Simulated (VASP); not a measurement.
**TaPSe4: single point with PBE**

The system is TaPSe4.

```
Ta P Se
1.0
     0.00000    3.88099    3.88099
     3.88099    0.00000    3.88099
     3.88099    3.88099    0.00000
Ta P Se
1 1 4
Direct
  0.00000 0.00000 0.00000
  0.25000 0.25000 0.25000
  0.62580 0.62580 0.12259
  0.62580 0.12259 0.62580
  0.12259 0.62580 0.62580
  0.62580 0.62580 0.62580
```

| Property | Result |
| --- | --- |
| Program | VASP 6.6.1 |
| Task | single point |
| Functional | PBE |
| Potentials or basis | VASP PAW PBE potentials, release 64 (Ta_pv, P, Se) |
| Cutoff | 520 eV |
| k mesh | 8 × 8 × 8 |
| Occupations | gaussian, width 0.1 eV |
| Spin | no spin polarisation |

```
Pressure               : 0.1 GPa
Largest force          : 0.004 eV/Å
Band gap on the k mesh : zero (band 20 reaches 7.49 eV, above the bottom of band 21 at 5.59 eV)
```

Forces on the atoms (eV/Å):
```
Ta   0.000  0.000  0.000
P    0.000  0.000  0.000
Se   0.003  0.003 -0.003
Se   0.003 -0.003  0.003
Se  -0.003  0.003  0.003
Se  -0.003 -0.003 -0.003
```

Levels at points of the mesh, in eV from the Fermi level:
```csv
k point,band 16,band 17,band 18,band 19,band 20,band 21,band 22,band 23,band 24,band 25
"(0.00, 0.00, 0.00)",-1.63,-1.63,-0.29,1.01,1.01,1.01,1.48,1.48,1.48,1.49
"(0.50, 0.00, 0.00)",-2.93,-2.93,-0.77,-0.14,-0.14,0.18,0.96,0.96,1.41,1.41
"(0.50, 0.50, 0.00)",-3.06,-2.54,-2.46,-0.89,-0.89,-0.88,0.66,1.20,1.77,1.77
```

Run time: 2.5 min on 1 thread of Intel(R) Xeon(R) Platinum 8488C (Sapphire Rapids), with other jobs on the host, peak memory 0.31 GiB.

Caveat: spin-orbit coupling is left out, which moves the levels of the heavy elements.
